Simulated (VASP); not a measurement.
# Cu in VASP: single point with LDA

Aim: the single point of Cu with LDA.

Program: VASP 6.6.1. These are calculated values, not measurements. Logs are shortened: lines on timing, memory, paths and dates and some standing lists are left out, and cuts for length are marked.

## (1) The cell of the first run

The cell holds a slab with vacuum, 28 atoms: a = 7.467 Å, b = 7.467 Å, c = 15.520 Å, α = 90.00°, β = 90.00°, γ = 90.00°.

## (2) Single point, LDA

INCAR reads:

```
PREC = Accurate ; ENCUT = 520
EDIFF = 1E-6 ; ISMEAR = 0
SIGMA = 0.1 ; LREAL = Auto
LASPH = True ; NELM = 100
ALGO = Normal ; ISIF = 2
LWAVE = False ; LCHARG = False
NBANDS = 174
```

KPOINTS reads:

```
Automatic mesh
0
Gamma
  3 3 1
```

POSCAR reads:

```
Cu
1.0
    7.4670476093      0.0000000000      0.0000000000
    0.0000000000      7.4670476093      0.0000000000
    0.0000000000      0.0000000000     15.5200000000
Cu
28
Direct
    0.0000000000      0.0000000000      0.3865979381
    0.3333333508      0.0000000000      0.3865979381
    0.6666667015      0.0000000000      0.3865979381
    0.0000000000      0.3333333508      0.3865979381
    0.3333333508      0.3333333508      0.3865979381
    0.6666667015      0.3333333508      0.3865979381
    0.0000000000      0.6666667015      0.3865979381
    0.3333333508      0.6666667015      0.3865979381
    0.6666667015      0.6666667015      0.3865979381
    0.1658975628      0.1666665415      0.4956081830
    0.5007754330      0.1666668093      0.4956076031
    0.8333371267      0.1666669432      0.4983810567
    0.1655308851      0.4997074072      0.4954548325
    0.5011374235      0.4997087464      0.4954539304
    0.8333347162      0.4983106034      0.4976038660
    0.1655310190      0.8336274691      0.4954555412
    0.5011360843      0.8336267995      0.4954547680
    0.8333341805      0.8350232014      0.4976038660
    0.0029089141      0.0014672466      0.6094467784
    0.3333400469     -0.0084796567      0.6040752577
    0.6637636800      0.0014680501      0.6094451675
    0.0029113247      0.3318671756      0.6094469716
    0.3333420557      0.3418143467      0.6040726160
    0.6637654210      0.3318683809      0.6094453608
    0.0011308352      0.6666668355      0.6056814433
    0.3333341543      0.6666669694      0.6057787371
    0.6655374734      0.6666676390      0.6056811211
    0.3333529033      0.1666744428      0.7212608892
```

Potentials or basis: VASP PAW LDA potentials, release 64 (Cu).

Command:

```console
$ cat potpaw_LDA.64/Cu/POTCAR > POTCAR
$ mpirun -np 1 vasp_std > vasp.out
```

OUTCAR:

```text
PREC = Accurate
   ENCUT = 520
   EDIFF = 1E-6
   ISMEAR = 0
   LREAL = Auto
   LASPH = True
   NELM = 100
   ISIF = 2

 ion  position               nearest neighbor table
   1  0.000  0.000  0.387-  16 2.43  10 2.44  18 2.46  12 2.47   3 2.49   7 2.49   4 2.49   2 2.49

   2  0.333  0.000  0.387-  17 2.44  16 2.44  10 2.44  11 2.44   8 2.49   3 2.49   5 2.49   1 2.49

   3  0.667  0.000  0.387-  17 2.43  11 2.44  18 2.46  12 2.47   1 2.49   9 2.49   2 2.49   6 2.49
[... 45 lines left out ...]
  26  0.333  0.667  0.606-  23 2.43  20 2.43  16 2.46  17 2.46  13 2.46  14 2.46  25 2.48  27 2.48

  27  0.666  0.667  0.606-  18 2.44  15 2.44  17 2.45  14 2.45  26 2.48  24 2.50  21 2.50  25 2.51

  28  0.333  0.167  0.721-  23 2.24  20 2.24

  LATTYP: Found a simple tetragonal cell.
 ALAT       =     7.4670476093
 C/A-ratio  =     2.0784653871

  Lattice vectors:

 A1 = (   7.4670476093,   0.0000000000,   0.0000000000)
 A2 = (   0.0000000000,   7.4670476093,   0.0000000000)
 A3 = (   0.0000000000,   0.0000000000,  15.5200000000)

Analysis of symmetry for initial positions (statically):
=====================================================================
 Subroutine PRICEL returns:
 Original cell was already a primitive cell.

 Routine SETGRP: Setting up the symmetry group for a
 simple tetragonal supercell.

 Subroutine GETGRP returns: Found  1 space group operations
 (whereof  1 operations were pure point group operations)
 out of a pool of 16 trial point group operations.

The static configuration has the point symmetry C_1 .

Analysis of symmetry for dynamics (positions and initial velocities):
=====================================================================
 Subroutine PRICEL returns:
 Original cell was already a primitive cell.

 Routine SETGRP: Setting up the symmetry group for a
 simple tetragonal supercell.

 Subroutine GETGRP returns: Found  1 space group operations
 (whereof  1 operations were pure point group operations)
 out of a pool of 16 trial point group operations.

The dynamic configuration has the point symmetry C_1 .

 Subroutine INISYM returns: Found  1 space group operations
 (whereof  1 operations are pure point group operations),
 and found     1 'primitive' translations

----------------------------------------------------------------------------------------

                                     Primitive cell

  volume of cell :     865.3455

  direct lattice vectors                    reciprocal lattice vectors
     7.467047609  0.000000000  0.000000000     0.133921739  0.000000000  0.000000000
     0.000000000  7.467047609  0.000000000     0.000000000  0.133921739  0.000000000
     0.000000000  0.000000000 15.520000000     0.000000000  0.000000000  0.064432990

  length of vectors
     7.467047609  7.467047609 15.520000000     0.133921739  0.133921739  0.064432990

  position of ions in fractional coordinates (direct lattice)
     0.000000000  0.000000000  0.386597938
     0.333333351  0.000000000  0.386597938
     0.666666701  0.000000000  0.386597938
     0.000000000  0.333333351  0.386597938
     0.333333351  0.333333351  0.386597938
     0.666666701  0.333333351  0.386597938
[... 20 lines left out ...]
     0.665537473  0.666667639  0.605681121
     0.333352903  0.166674443  0.721260889

  ion indices of the primitive-cell ions
   primitive index   ion index
                 1           1
                 2           2
                 3           3
                 4           4
                 5           5
                 6           6
[... 20 lines left out ...]
                27          27
                28          28

----------------------------------------------------------------------------------------

 KPOINTS: Automatic mesh

Automatic generation of k-mesh.
 Grid dimensions read from file:
 generate k-points for:    3    3    1

 Generating k-lattice:

  Cartesian coordinates                     Fractional coordinates (reciprocal lattice)
     0.044640580  0.000000000  0.000000000     0.333333333  0.000000000  0.000000000
     0.000000000  0.044640580  0.000000000     0.000000000  0.333333333  0.000000000
     0.000000000  0.000000000  0.064432990     0.000000000  0.000000000  1.000000000

  Length of vectors
     0.044640580  0.044640580  0.064432990

  Shift w.r.t. Gamma in fractional coordinates (k-lattice)
     0.000000000  0.000000000  0.000000000

 Subroutine IBZKPT returns following result:
 ===========================================

 Found      5 irreducible k-points:

 Following reciprocal coordinates:
            Coordinates               Weight
  0.000000  0.000000  0.000000      1.000000
  0.333333  0.000000  0.000000      2.000000
  0.000000  0.333333  0.000000      2.000000
  0.333333  0.333333  0.000000      2.000000
 -0.333333  0.333333  0.000000      2.000000
   k-points           NKPTS =      5   k-points in BZ     NKDIM =      5   number of bands    NBANDS=    174
   number of dos      NEDOS =    301   number of ions     NIONS =     28
   total plane-waves  NPLWV = 376320
   dimension x,y,z NGX =    56 NGY =   56 NGZ =  120
   dimension x,y,z NGXF=   112 NGYF=  112 NGZF=  240
   ions per type =              28
   NGX,Y,Z   is equivalent  to a cutoff of  12.47, 12.47, 12.85 a.u.
   NGXF,Y,Z  is equivalent  to a cutoff of  24.94, 24.94, 25.71 a.u.
 SYSTEM =  unknown system
   PREC   = accura    normal or accurate (medium, high low for compatibility)
   ISTART =      0    job   : 0-new  1-cont  2-samecut
   ICHARG =      2    charge: 1-file 2-atom 10-const
   ISPIN  =      1    spin polarized calculation?
   LNONCOLLINEAR =      F non collinear calculations
   LSORBIT =      F    spin-orbit coupling
   LASPH  =      T    aspherical Exc in radial PAW
   ENCUT  =  520.0 eV  38.22 Ry    6.18 a.u.  13.88 13.88 28.86*2*pi/ulx,y,z
   NELM   =    100;   NELMIN=  2; NELMDL= -5     # of ELM steps
   EDIFF  = 0.1E-05   stopping-criterion for ELM
   LREAL  =      T    real-space projection
   EDIFFG = 0.1E-04   stopping-criterion for IOM
   NSW    =      0    number of steps for IOM
   IBRION =     -1    ionic relax: 0-MD 1-quasi-New 2-CG
   NFREE  =      0    steps in history (QN), initial steepest desc. (CG)
   ISIF   =      2    stress and relaxation
   ISYM   =      2    0-nonsym 1-usesym 2-fastsym
   POTIM  = 0.5000    time-step for ionic-motion
   TEBEG  =    0.0;   TEEND  =   0.0 temperature during run
   PSTRESS=    0.0 pullay stress
   NELECT =     308.0000    total number of electrons
   NUPDOWN=      -1.0000    fix difference up-down
   EMIN   =  10.00;   EMAX   =-10.00  energy-range for DOS
   EFERMI =   0.00;   METHOD = LEGACY
   ISMEAR =     0;   SIGMA  =   0.10  broadening in eV -4-tet -1-fermi 0-gaus
   EFERMI_NEDOS =   21; number of points for ismear=-14 and -15
   IALGO  =     38    algorithm
   IMIX   =      4    mixing-type and parameters
     AMIX     =   0.40;   BMIX     =  1.00
     AMIX_MAG =   1.60;   BMIX_MAG =  1.00
  volume/ion in A,a.u.               =      30.91       208.56
  Fermi-wavevector in a.u.,A,eV,Ry     =   1.160188  2.192438 18.313950  1.346037
  Thomas-Fermi vector in A             =   2.296774
   LORBIT       =      0    0 simple, 1 ext, 2 COOP (PROOUT), +10 PAW based schemes
   GGA     = CA    functional components
   LHFCALC =     F    Hartree Fock is set to
   AEXX    =    0.0000 exact exchange contribution
   IVDW    =     0    specifies the selected vdW correction
   LEPSILON=     F    determine dielectric tensor
   LRPA    =     F    only Hartree local field effects (RPA)
 non-spin polarized calculation
 Gauss-broadening in eV      SIGMA  =   0.10
  energy-cutoff  :      520.00
  volume of cell :      865.35
 maximum number of plane-waves:     23346
   NGX = 27   NGY = 27   NGZ = 57

 number of electron     307.9999937 magnetization

 Free energy of the ion-electron system (eV)
  ---------------------------------------------------
  ext. energy  EPLUGINS =         0.00000000
  ---------------------------------------------------
  free energy    TOTEN  =      -116.76054528 eV

  energy without entropy =     -116.73288551  energy(sigma->0) =     -116.74671540

 E-fermi :  -0.0531     XC(G=0):  -6.1280

 val. band max:       -0.0978606125   @ k =   0.3333   0.0000   0.0000
 cond. band min:       0.1023879368   @ k =   0.3333   0.0000   0.0000
 fundamental gap:      0.2002485493
 Fermi energy:        -0.0530763240

 k-point     1 :       0.0000    0.0000    0.0000
  band No.  band energies     occupation
      1      -9.0413      2.00000
      2      -6.6296      2.00000
      3      -6.6288      2.00000
      4      -6.6218      2.00000
      5      -6.5971      2.00000
      6      -6.3908      2.00000
[... 158 lines left out ...]
    165       2.5452      0.00000
    166       3.5820      0.00000

 k-point     2 :       0.3333    0.0000    0.0000
  band No.  band energies     occupation
      1      -8.7366      2.00000
      2      -7.8617      2.00000
      3      -6.3828      2.00000
      4      -6.3596      2.00000
      5      -6.1486      2.00000
      6      -5.7557      2.00000
[... 158 lines left out ...]
    165       2.8869      0.00000
    166       3.0054      0.00000

 k-point     3 :       0.0000    0.3333    0.0000
  band No.  band energies     occupation
      1      -8.7352      2.00000
      2      -7.8631      2.00000
      3      -6.3739      2.00000
      4      -6.3737      2.00000
      5      -6.1358      2.00000
      6      -5.7535      2.00000
[... 158 lines left out ...]
    165       2.8362      0.00000
    166       2.9478      0.00000

 k-point     4 :       0.3333    0.3333    0.0000
  band No.  band energies     occupation
      1      -8.4345      2.00000
      2      -7.5856      2.00000
      3      -7.5676      2.00000
      4      -6.7839      2.00000
      5      -5.8949      2.00000
      6      -5.3700      2.00000
[... 158 lines left out ...]
    165       2.0790      0.00000
    166       2.0930      0.00000

 k-point     5 :      -0.3333    0.3333    0.0000
  band No.  band energies     occupation
      1      -8.4345      2.00000
      2      -7.5856      2.00000
      3      -7.5676      2.00000
      4      -6.7839      2.00000
      5      -5.8949      2.00000
      6      -5.3700      2.00000
[... 158 lines left out ...]
    165       2.0790      0.00000
    166       2.0930      0.00000
 [bands above 166 left out]

------------------------ aborting loop because EDIFF is reached ----------------------------------------

  FORCE on cell =-STRESS in cart. coord.  units (eV):
  Direction    XX          YY          ZZ          XY          YZ          ZX
  --------------------------------------------------------------------------------------
  -------------------------------------------------------------------------------------
  Total      -12.2772623     -9.8496944      1.1642417      0.0008497     -0.0006476     -0.0016921
  in kB      -22.7312103    -18.2365961      2.1555802      0.0015732     -0.0011991     -0.0031329
  external PRESSURE =     -12.9374087 kB  Pullay stress =       0.0000000 kB

 VOLUME and BASIS-vectors are now :
 -----------------------------------------------------------------------------
  energy-cutoff  :      520.00
  volume of cell :      865.35
      direct lattice vectors                 reciprocal lattice vectors
     7.467047609  0.000000000  0.000000000     0.133921739  0.000000000  0.000000000
     0.000000000  7.467047609  0.000000000     0.000000000  0.133921739  0.000000000
     0.000000000  0.000000000 15.520000000     0.000000000  0.000000000  0.064432990

 POSITION                                       TOTAL-FORCE (eV/Angst)
 -----------------------------------------------------------------------------------
      0.00000      0.00000      6.00000        -0.077330     -0.003541     -0.036835
      2.48902      0.00000      6.00000        -0.000532     -0.006626     -0.012392
      4.97803      0.00000      6.00000         0.079158     -0.003550     -0.036192
      0.00000      2.48902      6.00000        -0.077308      0.002792     -0.036193
      2.48902      2.48902      6.00000        -0.000825      0.005595     -0.014309
      4.97803      2.48902      6.00000         0.079461      0.002508     -0.038153
[... 20 lines left out ...]
      4.96960      4.97804      9.40017        -0.001037      0.000375      0.037645
      2.48916      1.24457     11.19397        -0.000941      0.001584      0.049517
 -----------------------------------------------------------------------------------
    total drift:                               -0.011268     -0.002745     -0.000347

  FREE ENERGIE OF THE ION-ELECTRON SYSTEM (eV)
  ---------------------------------------------------
  free  energy   TOTEN  =      -116.7605452844 eV

  energy  without entropy=     -116.7328855072  energy(sigma->0) =     -116.74671540
```

Run time: 25 min. Hardware: 1 thread of Intel Xeon Platinum 8488C (Sapphire Rapids), shared host; peak memory 0.78 GiB.

Results:

```yaml
Free_energy: -116.7605 eV
Largest_force: 0.116 eV/Å
Band_gap_on_the_k_mesh: zero (bands 154 and 155 overlap by 1.10 eV)
```

Forces in eV/Å, atoms in the order of the input:
```
Cu  -0.077 -0.004 -0.037
Cu  -0.001 -0.007 -0.012
Cu   0.079 -0.004 -0.036
Cu  -0.077  0.003 -0.036
Cu  -0.001  0.006 -0.014
Cu   0.079  0.003 -0.038
Cu  -0.105  0.001 -0.040
Cu  -0.001  0.001 -0.110
Cu   0.108  0.001 -0.042
Cu  -0.007  0.002 -0.001
Cu   0.007  0.001 -0.001
Cu   0.000  0.000  0.008
Cu  -0.010  0.007 -0.004
Cu   0.011  0.007 -0.003
Cu   0.000 -0.004  0.009
Cu  -0.010 -0.008 -0.005
Cu   0.010 -0.007 -0.004
Cu   0.000  0.005  0.010
Cu   0.012  0.002  0.041
Cu  -0.001  0.001  0.011
Cu  -0.013  0.002  0.042
Cu   0.012 -0.004  0.041
Cu  -0.001 -0.003  0.011
Cu  -0.013 -0.004  0.042
Cu   0.001  0.001  0.037
Cu   0.000  0.000  0.046
Cu  -0.001  0.000  0.038
Cu  -0.001  0.002  0.050
```
